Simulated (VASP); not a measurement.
A run of VASP 6.6.1 is set up as follows.

The input INCAR:

```
PREC = Accurate
ENCUT = 600
EDIFF = 1E-6
ISMEAR = -1
SIGMA = 0.05
LREAL = F
LASPH = T
NELM = 100
ALGO = Normal
ISIF = 3
LWAVE = F
LCHARG = F
GGA = RP
IBRION = 2
NSW = 60
EDIFFG = -0.01
```

File KPOINTS:

```
Automatic mesh
0
Gamma
  13 13 13
```

The input POSCAR:

```
Cu
1.0
   -1.4427933200      1.4427933200      1.3760814500
    1.4427933200     -1.4427933200      1.3760814500
    1.4427933200      1.4427933200     -1.3760814500
Cu
1
Direct
    0.0000000000      0.0000000000      0.0000000000
```

Potentials or basis: VASP PAW PBE potentials, release 64 (Cu).

Command:

```sh
$ cat potpaw_PBE.64/Cu/POTCAR > POTCAR
$ mpirun -np 1 vasp_std > vasp.out
```

**Question.** What does it give for the space group after relaxing (to 0.05 Å)?

**Answer.** I4/mmm (No. 139).

**Question.** Predict the relaxed cell.

**Answer.** a = 2.537 Å, b = 2.537 Å, c = 2.537 Å, α = 107.70°, β = 107.70°, γ = 113.07°.

Step by step:
| step | energy change (eV) | largest force (eV/Å) | pressure (GPa) | volume (Å³) |
| --- | --- | --- | --- | --- |
| 1 | 0.0000 | 0.0000 | 13.16 | 11.46 |
| 2 | -0.0311 | 0.0000 | -4.71 | 13.09 |
| 3 | -0.0399 | 0.0000 | 0.07 | 12.52 |
| 4 | -0.0399 | 0.0000 | -0.13 | 12.54 |
| 5 | -0.0399 | 0.0000 | -0.16 | 12.54 |
| 6 | -0.0400 | 0.0000 | -0.17 | 12.54 |
| 7 | -0.0402 | 0.0000 | -0.23 | 12.55 |
| 8 | -0.0400 | 0.0000 | 0.65 | 12.46 |
| 9 | -0.0402 | 0.0000 | 0.08 | 12.53 |

Caveat: the PAW data sets were made with another functional, which shifts forces and pressure a little.
